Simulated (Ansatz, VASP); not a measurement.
# W: VASP beside Ansatz

```
W
1.0
     0.00000    0.00000   -3.15292
    -3.15292    0.00000    0.00000
     1.57646    4.73541    1.57646
W
3
Cartesian
  -1.5765 1.5785 -1.5765
  0.0000 0.0000 0.0000
  0.0000 3.1569 0.0000
```

Alike in both runs: functional PBEsol; k mesh 14 × 14 × 14; occupations gaussian, width 0.1 eV; no spin polarisation.

Ansatz relaxed the structure, and its values are those at the end. VASP's run is a single point on that final structure, the one shown.

|  | VASP | Ansatz |
| --- | --- | --- |
| version | VASP 6.6.1 | Ansatz 0.2.0 |
| potentials or method | VASP PAW PBE potentials, release 64 (W_sv), cutoff 520 eV | scalar-relativistic, plane waves, PAW |
| valence electrons in the cell | 42 | 42 |

Ansatz gave:

```
gap on the k mesh at the Fermi level (eV) : none
pressure (GPa)                            : 0.0
```

Task: What did VASP give for the same quantities?

Result: gap on the k mesh at the Fermi level (eV): none; pressure (GPa): 0.6.

VASP's potentials were made for PBE, not for PBEsol. A gap of «none» marks a metal or a gap that the smearing closes. The functional is the same, so the differences come from potentials, cutoffs and numerics.

Neither program's run includes spin-orbit coupling.
